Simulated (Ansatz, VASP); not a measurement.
**IrS in VASP and in Ansatz**

```
CELL_PARAMETERS angstrom
0.00000 2.49290 2.49290
2.49290 0.00000 2.49290
2.49290 2.49290 0.00000
ATOMIC_POSITIONS crystal
Ir 0.50000 0.50000 0.50000
S 0.00000 0.00000 0.00000
```

Alike in both runs: task single point; functional r2SCAN; k mesh 12 × 12 × 12; occupations gaussian, width 0.05 eV; no spin polarisation.

|  | VASP | Ansatz |
| --- | --- | --- |
| version | VASP 6.6.1 | Ansatz 0.2.0 |
| potentials or method | VASP PAW PBE potentials, release 64 (Ir, S), cutoff 520 eV | scalar-relativistic, plane waves, PAW |
| valence electrons in the cell | 15 | 23 |

Ansatz gave:

- gap on the k mesh at the Fermi level (eV): none
- pressure (GPa): -7.1

Task: Estimate VASP's values.

Result: gap on the k mesh at the Fermi level (eV): none; pressure (GPa): -6.1.

VASP's potentials were made for PBE, not for r2SCAN. A gap of «none» marks a metal or a gap that the smearing closes. VASP's potentials hold 15 valence electrons a cell and Ansatz's 23, so a difference there can come from the potentials and not from the codes.

Spin-orbit coupling is off throughout.
